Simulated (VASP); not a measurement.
Write the native input for VASP 6.6.1 that does the following.

```yaml
Task: single point
Functional: PBE
Potentials_or_basis: VASP PAW PBE potentials, release 64 (Cu, Cd)
Cutoff: 520 eV
k_mesh: 5 × 5 × 5
Occupations: fermi-dirac, width 0.0369 eV
Spin: no spin polarisation
Dipole_correction: no
Further_INCAR_settings: ALGO = Normal; EDIFF = 1e-06; NBANDS = 24
```

The structure of Cd2Cu lies in POSCAR:

```
Cd2Cu
1.0
    0.0000000000      3.4641770000      0.0000000000
    3.4641770000      0.0000000000      0.0000000000
    1.7320890000      1.7320890000     -6.0148720000
Cu Cd
1 2
Direct
    0.0000000000      0.0000000000      0.0000000000
    0.3400000000      0.3400000000      0.3200000000
    0.6600000000      0.6600000000      0.6800000000
```

The input as run:

INCAR

```
PREC = Accurate
ENCUT = 520
EDIFF = 1E-6
ISMEAR = -1
SIGMA = 0.0369
LREAL = F
LASPH = T
NELM = 100
ALGO = Normal
ISIF = 2
LWAVE = F
LCHARG = F
GGA = PE
NBANDS = 24
```

KPOINTS

```
regular mesh
0
Gamma
  5 5 5
```

Potentials or basis: VASP PAW PBE potentials, release 64 (Cu, Cd).

Command:

```console
$ cat potpaw_PBE.64/Cu/POTCAR potpaw_PBE.64/Cd/POTCAR > POTCAR
$ mpirun -np 1 vasp_std > vasp.out
```

Results of the run:

* Pressure: -8.7 GPa
* Largest force: 0.443 eV/Å

Caveat: the k points lie up to 0.38 Å⁻¹ apart.

Run time: 21 s on 1 thread of AMD EPYC 9R14 (Zen 4) (shared host), peak memory 0.16 GiB.
